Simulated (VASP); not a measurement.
Runs of VASP 6.6.1 on AlN. The structure is that of space group P6_3mc (No. 186), or close to it. The cells are those of the table. 

| task | cell | cutoff (eV) | gap on the mesh (eV) | pressure (GPa) |
| --- | --- | --- | --- | --- |
| single point | a = 3.084, b = 3.084, c = 4.935 Å, angles 90.0, 90.0, 120.0°, 4 atoms | 520 | 4.46 | 1.6 |
| single point | a = 3.059, b = 3.059, c = 4.884 Å, angles 90.0, 90.0, 120.0°, 4 atoms | 520 | 4.69 | 7.7 |
| single point | a = 3.071, b = 3.071, c = 4.908 Å, angles 90.0, 90.0, 120.0°, 4 atoms | 520 | (a) | 4.7 |
| single point | a = 3.080, b = 3.080, c = 4.926 Å, angles 90.0, 90.0, 120.0°, 4 atoms | 520 | 4.50 | 2.7 |
| relaxation of cell and atoms | relaxed to 15 GPa from a = 3.089, b = 3.089, c = 4.943 Å, angles 90.0, 90.0, 120.0°, 4 atoms | 600 | 4.94 | 15.0 |
| relaxation of cell and atoms | relaxed to 1 GPa from a = 3.089, b = 3.089, c = 4.943 Å, angles 90.0, 90.0, 120.0°, 4 atoms | 600 | 4.44 | 1.0 |
| single point | a = 3.030, b = 3.030, c = 4.823 Å, angles 90.0, 90.0, 120.0°, 4 atoms | 520 | 4.96 | 15.9 |
| relaxation of cell and atoms | relaxed to 2 GPa from a = 3.089, b = 3.089, c = 4.943 Å, angles 90.0, 90.0, 120.0°, 4 atoms | 600 | (b) | 2.0 |
| single point | a = 3.048, b = 3.048, c = 4.860 Å, angles 90.0, 90.0, 120.0°, 4 atoms | 520 | 4.80 | 10.8 |
| relaxation of cell and atoms | relaxed to 10 GPa from a = 3.089, b = 3.089, c = 4.943 Å, angles 90.0, 90.0, 120.0°, 4 atoms | 600 | 4.77 | 10.0 |
| relaxation of cell and atoms | relaxed to 4 GPa from a = 3.089, b = 3.089, c = 4.943 Å, angles 90.0, 90.0, 120.0°, 4 atoms | 600 | 4.56 | 4.0 |
| relaxation of cell and atoms | relaxed to 7 GPa from a = 3.089, b = 3.089, c = 4.943 Å, angles 90.0, 90.0, 120.0°, 4 atoms | 600 | 4.67 | 7.0 |

Alike in all rows: level LDA; potentials or basis VASP PAW LDA potentials, release 64 (Al, N); no spin polarisation; k mesh 8 × 8 × 4; smearing gaussian 0.01 eV.

Question: Estimate the missing entries.

Answer: (a) 4.58; (b) 4.48.

Caveats: the cell is relaxed towards a set pressure, so the enthalpy falls and the energy may rise (some runs).

A k mesh can miss the band edges.
